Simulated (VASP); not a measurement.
# Hf (Fm-3m) in VASP: further runs

The runs below take Hf through electric field gradients, with PBEsol.

Program: VASP 6.6.1. These are calculated values, not measurements. Logs are shortened: lines on timing, memory, paths and dates and some standing lists are left out, and cuts for length are marked.

### 1 The cell of the first run

Symmetry: Fm-3m, No. 225, cubic system. Conventional cell: a = 4.455 Å, b = 4.455 Å, c = 4.455 Å, α = 90.00°, β = 90.00°, γ = 90.00°. Hf (site symmetry m-3m) has 12 Hf at 3.15 Å within 4.1 Å.

This isn't the form of Hf at room conditions, which is hcp.

### 2 Electric field gradients, PBEsol (22.10 Å³/atom)

The input, INCAR:

```
SYSTEM = Hf
PREC = Accurate
ENCUT = 520
EDIFF = 1E-8
ISMEAR = -1
SIGMA = 0.03
LREAL = .False.
LASPH = .True.
NELM = 80
ALGO = Normal
ISIF = 2
LWAVE = .False.
LCHARG = .False.
GGA = PS
LEFG = .True.
NBANDS = 11
```

The input, KPOINTS:

```
Automatic mesh
0
Gamma
  16 16 16
  0 0 0
```

The input, POSCAR:

```
Hf
1.0
    0.0000000000      2.2273754695      2.2273754695
    2.2273754695      0.0000000000      2.2273754695
    2.2273754695      2.2273754695      0.0000000000
Hf
1
Direct
    0.0000000000      0.0000000000      0.0000000000
```

Potentials or basis: VASP PAW PBE potentials, release 64 (Hf_pv).

Run with:

```sh
$ cat potpaw_PBE.64/Hf_pv/POTCAR > POTCAR
$ mpirun -np 1 vasp_std > vasp.out
```

OUTCAR:

```text
SYSTEM = Hf
   PREC = Accurate
   ENCUT = 520
   EDIFF = 1E-8
   ISMEAR = -1
   LREAL = .False.
   LASPH = .True.
   NELM = 80
   ISIF = 2
   GGA = PS

 ion  position               nearest neighbor table
   1  0.000  0.000  0.000-

  LATTYP: Found a face centered cubic cell.
 ALAT       =     4.4547509390

  Lattice vectors:

 A1 = (   0.0000000000,   2.2273754695,   2.2273754695)
 A2 = (   2.2273754695,   0.0000000000,   2.2273754695)
 A3 = (   2.2273754695,   2.2273754695,   0.0000000000)

Analysis of symmetry for initial positions (statically):
=====================================================================
 Subroutine PRICEL returns:
 Original cell was already a primitive cell.

 Routine SETGRP: Setting up the symmetry group for a
 face centered cubic supercell.

 Subroutine GETGRP returns: Found 48 space group operations
 (whereof 48 operations were pure point group operations)
 out of a pool of 48 trial point group operations.

The static configuration has the point symmetry O_h .

Analysis of symmetry for dynamics (positions and initial velocities):
=====================================================================
 Subroutine PRICEL returns:
 Original cell was already a primitive cell.

 Routine SETGRP: Setting up the symmetry group for a
 face centered cubic supercell.

 Subroutine GETGRP returns: Found 48 space group operations
 (whereof 48 operations were pure point group operations)
 out of a pool of 48 trial point group operations.

The dynamic configuration has the point symmetry O_h .

 Subroutine INISYM returns: Found 48 space group operations
 (whereof 48 operations are pure point group operations),
 and found     1 'primitive' translations

----------------------------------------------------------------------------------------

                                     Primitive cell

  volume of cell :      22.1009

  direct lattice vectors                    reciprocal lattice vectors
     0.000000000  2.227375470  2.227375470    -0.224479441  0.224479441  0.224479441
     2.227375470  0.000000000  2.227375470     0.224479441 -0.224479441  0.224479441
     2.227375470  2.227375470  0.000000000     0.224479441  0.224479441 -0.224479441

  length of vectors
     3.149984597  3.149984597  3.149984597     0.388809797  0.388809797  0.388809797

  position of ions in fractional coordinates (direct lattice)
     0.000000000  0.000000000  0.000000000

  ion indices of the primitive-cell ions
   primitive index   ion index
                 1           1

----------------------------------------------------------------------------------------

 KPOINTS: Automatic mesh

Automatic generation of k-mesh.
 Grid dimensions read from file:
 generate k-points for:   16   16   16

 Generating k-lattice:

  Cartesian coordinates                     Fractional coordinates (reciprocal lattice)
    -0.014029965  0.014029965  0.014029965     0.062500000  0.000000000  0.000000000
     0.014029965 -0.014029965  0.014029965     0.000000000  0.062500000  0.000000000
     0.014029965  0.014029965 -0.014029965     0.000000000  0.000000000  0.062500000

  Length of vectors
     0.024300612  0.024300612  0.024300612

  Shift w.r.t. Gamma in fractional coordinates (k-lattice)
     0.000000000  0.000000000  0.000000000

 Subroutine IBZKPT returns following result:
 ===========================================

 Found    145 irreducible k-points:

 Following reciprocal coordinates:
            Coordinates               Weight
  0.000000  0.000000  0.000000      1.000000
  0.062500  0.000000  0.000000      8.000000
  0.125000  0.000000  0.000000      8.000000
  0.187500  0.000000  0.000000      8.000000
  0.250000  0.000000  0.000000      8.000000
  0.312500  0.000000  0.000000      8.000000
[... 16 lines left out ...]
 -0.125000  0.062500  0.000000     24.000000
 -0.062500  0.062500  0.000000     12.000000
 [... further k-points ...]
   k-points           NKPTS =    145   k-points in BZ     NKDIM =    145   number of bands    NBANDS=     11
   number of dos      NEDOS =    301   number of ions     NIONS =      1
   total plane-waves  NPLWV =  13824
   dimension x,y,z NGX =    24 NGY =   24 NGZ =   24
   dimension x,y,z NGXF=    48 NGYF=   48 NGZF=   48
   ions per type =               1
   NGX,Y,Z   is equivalent  to a cutoff of  12.67, 12.67, 12.67 a.u.
   NGXF,Y,Z  is equivalent  to a cutoff of  25.33, 25.33, 25.33 a.u.
 SYSTEM =  Hf
   PREC   = accura    normal or accurate (medium, high low for compatibility)
   ISTART =      0    job   : 0-new  1-cont  2-samecut
   ICHARG =      2    charge: 1-file 2-atom 10-const
   ISPIN  =      1    spin polarized calculation?
   LNONCOLLINEAR =      F non collinear calculations
   LSORBIT =      F    spin-orbit coupling
   LASPH  =      T    aspherical Exc in radial PAW
   ENCUT  =  520.0 eV  38.22 Ry    6.18 a.u.   5.86  5.86  5.86*2*pi/ulx,y,z
   NELM   =     80;   NELMIN=  2; NELMDL= -5     # of ELM steps
   EDIFF  = 0.1E-07   stopping-criterion for ELM
   LREAL  =      F    real-space projection
   EDIFFG = 0.1E-06   stopping-criterion for IOM
   NSW    =      0    number of steps for IOM
   IBRION =     -1    ionic relax: 0-MD 1-quasi-New 2-CG
   NFREE  =      0    steps in history (QN), initial steepest desc. (CG)
   ISIF   =      2    stress and relaxation
   ISYM   =      2    0-nonsym 1-usesym 2-fastsym
   POTIM  = 0.5000    time-step for ionic-motion
   TEBEG  =    0.0;   TEEND  =   0.0 temperature during run
   PSTRESS=    0.0 pullay stress
   NELECT =      10.0000    total number of electrons
   NUPDOWN=      -1.0000    fix difference up-down
   EMIN   =  10.00;   EMAX   =-10.00  energy-range for DOS
   EFERMI =   0.00;   METHOD = LEGACY
   ISMEAR =    -1;   SIGMA  =   0.03  broadening in eV -4-tet -1-fermi 0-gaus
   EFERMI_NEDOS =   21; number of points for ismear=-14 and -15
   IALGO  =     38    algorithm
   IMIX   =      4    mixing-type and parameters
     AMIX     =   0.40;   BMIX     =  1.00
     AMIX_MAG =   1.60;   BMIX_MAG =  1.00
  volume/ion in A,a.u.               =      22.10       149.14
  Fermi-wavevector in a.u.,A,eV,Ry     =   1.256815  2.375036 21.491549  1.579584
  Thomas-Fermi vector in A             =   2.390505
   LORBIT       =      0    0 simple, 1 ext, 2 COOP (PROOUT), +10 PAW based schemes
   GGA     = PS    functional components
   LHFCALC =     F    Hartree Fock is set to
   AEXX    =    0.0000 exact exchange contribution
   IVDW    =     0    specifies the selected vdW correction
   LEPSILON=     F    determine dielectric tensor
   LRPA    =     F    only Hartree local field effects (RPA)
 non-spin polarized calculation
  energy-cutoff  :      520.00
  volume of cell :       22.10
 maximum number of plane-waves:       609
   NGX = 11   NGY = 11   NGZ = 11

 number of electron      10.0000000 magnetization

 number of electron       9.9999999 magnetization

 Free energy of the ion-electron system (eV)
  ---------------------------------------------------
  ext. energy  EPLUGINS =         0.00000000
  ---------------------------------------------------
  free energy    TOTEN  =       -10.42829205 eV

  energy without entropy =      -10.42245726  energy(sigma->0) =      -10.42537465

 E-fermi :   4.6618     XC(G=0): -11.4487

 val. band max:        4.6500356770   @ k =  -0.3125   0.3125   0.1250
 cond. band min:       4.6636102124   @ k =  -0.3125   0.3125   0.0625
 fundamental gap:      0.0135745354
 Fermi energy:         4.6617791146

 k-point     1 :       0.0000    0.0000    0.0000
  band No.  band energies     occupation
      1     -25.2529      2.00000
      2     -25.2529      2.00000
      3     -25.2529      2.00000
      4      -2.5926      2.00000
      5       6.0608      0.00000
      6       6.0608      0.00000
      7       6.0608      0.00000
      8       8.8879      0.00000
      9       8.8879      0.00000
     10      16.0757      0.00000
     11      17.7558      0.00000

 k-point     2 :       0.0625    0.0000    0.0000
  band No.  band energies     occupation
      1     -25.2876      2.00000
      2     -25.2573      2.00000
      3     -25.2573      2.00000
      4      -2.4534      2.00000
      5       5.9184      0.00000
      6       6.1281      0.00000
      7       6.1281      0.00000
      8       8.8131      0.00000
      9       8.8131      0.00000
     10      16.3877      0.00000
     11      17.7551      0.00000
[... 295 lines left out ...]
 k-point    24 :      -0.0625    0.0625    0.0000
  band No.  band energies     occupation
      1     -25.3362      2.00000
      2     -25.2770      2.00000
      3     -25.2588      2.00000
      4      -2.2261      2.00000
      5       5.6941      0.00000
      6       6.2305      0.00000
      7       6.2459      0.00000
      8       8.5387      0.00000
      9       8.8761      0.00000
     10      16.8746      0.00000
     11      17.7535      0.00000

 [... further k-points ...]
[... 5 lines left out ...]
  --------------------------------------------------------------------------------------
  -------------------------------------------------------------------------------------
  Total       -0.4157960     -0.4157960     -0.4157960      0.0000000      0.0000000      0.0000000
  in kB      -30.1425938    -30.1425938    -30.1425938      0.0000000      0.0000000      0.0000000
  external PRESSURE =     -30.1425938 kB  Pullay stress =       0.0000000 kB

 VOLUME and BASIS-vectors are now :
 -----------------------------------------------------------------------------
  energy-cutoff  :      520.00
  volume of cell :       22.10
      direct lattice vectors                 reciprocal lattice vectors
     0.000000000  2.227375470  2.227375470    -0.224479441  0.224479441  0.224479441
     2.227375470  0.000000000  2.227375470     0.224479441 -0.224479441  0.224479441
     2.227375470  2.227375470  0.000000000     0.224479441  0.224479441 -0.224479441

 POSITION                                       TOTAL-FORCE (eV/Angst)
 -----------------------------------------------------------------------------------
      0.00000      0.00000      0.00000        -0.000000     -0.000000     -0.000000
 -----------------------------------------------------------------------------------
    total drift:                                0.000000      0.000000     -0.000000

  FREE ENERGIE OF THE ION-ELECTRON SYSTEM (eV)
  ---------------------------------------------------
  free  energy   TOTEN  =       -10.4282920456 eV

  energy  without entropy=      -10.4224572640  energy(sigma->0) =      -10.42537465

 Electric field gradients (V/A^2)
---------------------------------------------------------------------
 ion       V_xx      V_yy      V_zz      V_xy      V_xz      V_yz
---------------------------------------------------------------------
   1      -0.000     0.000    -0.000    -0.000    -0.000    -0.000
---------------------------------------------------------------------

 Electric field gradients after diagonalization (V/A^2)
 (convention: |V_zz| > |V_xx| > |V_yy|)
----------------------------------------------------------------------
 ion       V_xx      V_yy      V_zz     asymmetry (V_yy - V_xx)/ V_zz
----------------------------------------------------------------------
   1       0.000     0.000    -0.001       0.000
----------------------------------------------------------------------

           NMR quadrupolar parameters

 Cq : quadrupolar parameter    Cq=e*Q*V_zz/h
 eta: asymmetry parameters     (V_yy - V_xx)/ V_zz
 Q  : nuclear electric quadrupole moment in mb (millibarn)
----------------------------------------------------------------------
 ion       Cq(MHz)       eta       Q (mb)
----------------------------------------------------------------------
   1      -0.000       0.000       1.000
----------------------------------------------------------------------
```

It took 38 s on 1 thread of Intel Xeon 8259CL, shared host; peak memory 0.16 GiB.

What came out:

```yaml
Free_energy: -10.4283 eV
Pressure: -3.0 GPa
Band_gap_on_the_k_mesh: zero (bands 5 and 6 overlap by 1.79 eV)
Largest_electric_field_gradient_by_atom: under 0.05 V/Å² on every atom
```

Caveat: the cell stands under tension; the PAW data sets were made with another functional, which shifts forces and pressure a little; spin-orbit coupling is left out, which moves the levels of the heavy elements.

### 3 Electric field gradients, PBEsol (22.10 Å³/atom)

The input, INCAR:

```
  PREC = Accurate
  ENCUT = 520
  EDIFF = 1E-8
  ISMEAR = -1
  SIGMA = 0.03
  LREAL = F
  LASPH = T
  NELM = 100
  ALGO = Normal
  ISIF = 2
  LWAVE = F
  LCHARG = F
  GGA = PS
  LEFG = T
  NBANDS = 11
```

The input, KPOINTS:

```
regular mesh
0
Gamma
  16 16 16
```

POSCAR is that of step 2.

Potentials or basis: VASP PAW PBE potentials, release 64 (Hf_pv).

Run with:

```sh
$ cat potpaw_PBE.64/Hf_pv/POTCAR > POTCAR
$ mpirun -np 1 vasp_std > vasp.out
```

OUTCAR:

```text
PREC = Accurate
   ENCUT = 520
   EDIFF = 1E-8
   ISMEAR = -1
   LREAL = F
   LASPH = T
   NELM = 100
   ISIF = 2
   GGA = PS

 ion  position               nearest neighbor table
   1  0.000  0.000  0.000-

  LATTYP: Found a face centered cubic cell.
 ALAT       =     4.4547509390

  Lattice vectors:

 A1 = (   0.0000000000,   2.2273754695,   2.2273754695)
 A2 = (   2.2273754695,   0.0000000000,   2.2273754695)
 A3 = (   2.2273754695,   2.2273754695,   0.0000000000)

Analysis of symmetry for initial positions (statically):
=====================================================================
 Subroutine PRICEL returns:
 Original cell was already a primitive cell.

 Routine SETGRP: Setting up the symmetry group for a
 face centered cubic supercell.

 Subroutine GETGRP returns: Found 48 space group operations
[... 517 lines left out ...]
  external PRESSURE =     -30.1425938 kB  Pullay stress =       0.0000000 kB

 VOLUME and BASIS-vectors are now :
 -----------------------------------------------------------------------------
  energy-cutoff  :      520.00
  volume of cell :       22.10
      direct lattice vectors                 reciprocal lattice vectors
     0.000000000  2.227375470  2.227375470    -0.224479441  0.224479441  0.224479441
     2.227375470  0.000000000  2.227375470     0.224479441 -0.224479441  0.224479441
     2.227375470  2.227375470  0.000000000     0.224479441  0.224479441 -0.224479441

 POSITION                                       TOTAL-FORCE (eV/Angst)
 -----------------------------------------------------------------------------------
      0.00000      0.00000      0.00000        -0.000000     -0.000000     -0.000000
 -----------------------------------------------------------------------------------
    total drift:                                0.000000      0.000000     -0.000000

  FREE ENERGIE OF THE ION-ELECTRON SYSTEM (eV)
  ---------------------------------------------------
  free  energy   TOTEN  =       -10.4282920456 eV

  energy  without entropy=      -10.4224572640  energy(sigma->0) =      -10.42537465

 Electric field gradients (V/A^2)
---------------------------------------------------------------------
 ion       V_xx      V_yy      V_zz      V_xy      V_xz      V_yz
---------------------------------------------------------------------
   1      -0.000     0.000    -0.000    -0.000    -0.000    -0.000
---------------------------------------------------------------------

 Electric field gradients after diagonalization (V/A^2)
 (convention: |V_zz| > |V_xx| > |V_yy|)
----------------------------------------------------------------------
 ion       V_xx      V_yy      V_zz     asymmetry (V_yy - V_xx)/ V_zz
----------------------------------------------------------------------
   1       0.000     0.000    -0.001       0.000
----------------------------------------------------------------------

           NMR quadrupolar parameters

 Cq : quadrupolar parameter    Cq=e*Q*V_zz/h
 eta: asymmetry parameters     (V_yy - V_xx)/ V_zz
 Q  : nuclear electric quadrupole moment in mb (millibarn)
----------------------------------------------------------------------
 ion       Cq(MHz)       eta       Q (mb)
----------------------------------------------------------------------
   1      -0.000       0.000       1.000
----------------------------------------------------------------------
```

OSZICAR:

```text
N       E                     dE             d eps       ncg     rms          rms(c)
DAV:   1     0.124785290829E+02    0.12479E+02   -0.58106E+03  3206   0.846E+02
DAV:   2    -0.103552649684E+02   -0.22834E+02   -0.22132E+02  4068   0.156E+02
DAV:   3    -0.107964279666E+02   -0.44116E+00   -0.43732E+00  3946   0.149E+01
DAV:   4    -0.107981525354E+02   -0.17246E-02   -0.17239E-02  3744   0.113E+00
DAV:   5    -0.107981618657E+02   -0.93302E-05   -0.93304E-05  4019   0.720E-02    0.464E+01
DAV:   6    -0.105248198419E+02    0.27334E+00   -0.22203E-01  3619   0.344E+00    0.275E+01
DAV:   7    -0.104324510719E+02    0.92369E-01   -0.33309E-01  3766   0.408E+00    0.123E+00
DAV:   8    -0.104282498601E+02    0.42012E-02   -0.26696E-02  3556   0.111E+00    0.158E-01
DAV:   9    -0.104282926585E+02   -0.42798E-04   -0.41836E-04  3855   0.164E-01    0.491E-02
DAV:  10    -0.104282925281E+02    0.13043E-06   -0.20218E-05  3629   0.334E-02    0.400E-02
DAV:  11    -0.104282920490E+02    0.47912E-06   -0.37044E-06  3821   0.143E-02    0.362E-03
DAV:  12    -0.104282920871E+02   -0.38102E-07   -0.56408E-08  3891   0.214E-03    0.311E-03
DAV:  13    -0.104282920461E+02    0.40991E-07   -0.17469E-09  2342   0.338E-04    0.120E-04
DAV:  14    -0.104282920456E+02    0.44872E-09   -0.19309E-10  2108   0.129E-04
   1 F= -.10428292E+02 E0= -.10425375E+02  d E =-.583478E-02
```

It took 36 s on 1 thread of Intel Xeon 8259CL, shared host; peak memory 0.16 GiB.

What came out:

```
Free energy                             : -10.4283 eV
Pressure                                : -3.0 GPa
Band gap on the k mesh                  : zero (bands 5 and 6 overlap by 1.79 eV)
Largest electric field gradient by atom : under 0.05 V/Å² on every atom
```

Levels at points of the mesh, in eV from the Fermi level:
```
           k point  band 3  band 4  band 5  band 6  band 7  band 8
(0.00, 0.00, 0.00)  -29.91   -7.25    1.40    1.40    1.40    4.23
(0.50, 0.00, 0.00)  -30.03   -3.68    0.65    1.17    1.17    6.39
(0.50, 0.50, 0.00)  -30.22   -3.31   -2.17    2.61    6.40    7.04
```

Caveat: the cell stands under tension; the PAW data sets were made with another functional, which shifts forces and pressure a little; spin-orbit coupling is left out, which moves the levels of the heavy elements.

(Continued in part 2 of 2.)
